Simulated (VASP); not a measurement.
The system is CdS (Greenockite).

```xyz
4
Lattice="3.3827 0.0000 0.0000 -1.6913 2.9295 0.0000 0.0000 0.0000 6.9508" Properties=species:S:1:pos:R:3 pbc="T T T"
Cd    0.0000    1.9530    0.1945
Cd    1.6913    0.9765    3.6699
S     0.0000    1.9530    2.4121
S     1.6913    0.9765    5.8875
```

Base run:

```yaml
Program: VASP 6.6.1
Functional: PBEsol
Potentials_or_basis: VASP PAW PBE potentials, release 64 (Cd_sv_GW, S)
Cutoff: 540 eV
k_mesh: 6 × 6 × 4
Occupations: gaussian, width 0.01 eV
Spin: no spin polarisation
```

Its results: band gap on the k mesh 0.35 eV, direct; pressure 38.6 GPa; largest force 0.016 eV/Å.

Problem. The run is repeated on the same cell with these changes: potentials or basis from VASP PAW PBE potentials, release 64 (Cd_sv_GW, S) to VASP PAW PBE potentials, release 64 (Cd, S); cutoff from 540 eV to 520 eV; further incar settings from ALGO = Normal; EDIFF = 1e-06; NBANDS = 34 to ALGO = Normal; EDIFF = 1e-07; NBANDS = 26; valence electrons from 52 to 36. What comes out?

Solution. Band gap on the k mesh 0.34 eV, direct; pressure 41.6 GPa; largest force 0.011 eV/Å.

Caveats: the PAW data sets were made with another functional, which shifts forces and pressure a little.

